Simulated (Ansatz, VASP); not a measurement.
# LiMg12 in VASP and in Ansatz

```
Mg Li
1.0
     6.42000    0.00000    0.00000
    -4.81500    8.33982    0.00000
     0.00000    0.00000    5.21304
Mg Li
12 1
Cartesian
  0.4218 0.3365 -0.0682
  0.0096 2.0418 2.5360
  -1.6641 2.5206 -0.0435
  -1.5493 4.7855 3.0567
  -3.1990 5.5771 0.1670
  -3.2110 7.4534 2.5133
  3.3811 -0.2030 -0.3930
  3.1630 1.8368 2.4824
  1.7487 2.8897 -0.0955
  1.7926 4.5843 2.6341
  -0.2479 4.9865 0.5650
  0.0707 7.6612 2.0069
  0.8885 6.5551 4.2011
```

Alike in both runs: functional PBE; k mesh 4 × 3 × 4; occupations gaussian, width 0.1 eV; no spin polarisation.

Ansatz relaxed the structure, and its values are those at the end. VASP's run is a single point on that final structure, the one shown.

|  | VASP | Ansatz |
| --- | --- | --- |
| version | VASP 6.6.1 | Ansatz 0.2.0 |
| potentials or method | VASP PAW PBE potentials, release 64 (Mg, Li_sv), cutoff 520 eV | scalar-relativistic, plane waves, PAW |
| valence electrons in the cell | 27 | 123 |

```tsv
	VASP	Ansatz	Ansatz less VASP
rms of the force components (eV/Å)	0.004	0.004	-0.0004
```

The functional is the same, so the differences come from potentials, cutoffs and numerics. VASP's potentials hold 27 valence electrons a cell and Ansatz's 123, so a difference there can come from the potentials and not from the codes.

Noted on VASP's run: the cutoff is under 1.25 times that of the potentials, so the pressure is a little rough.
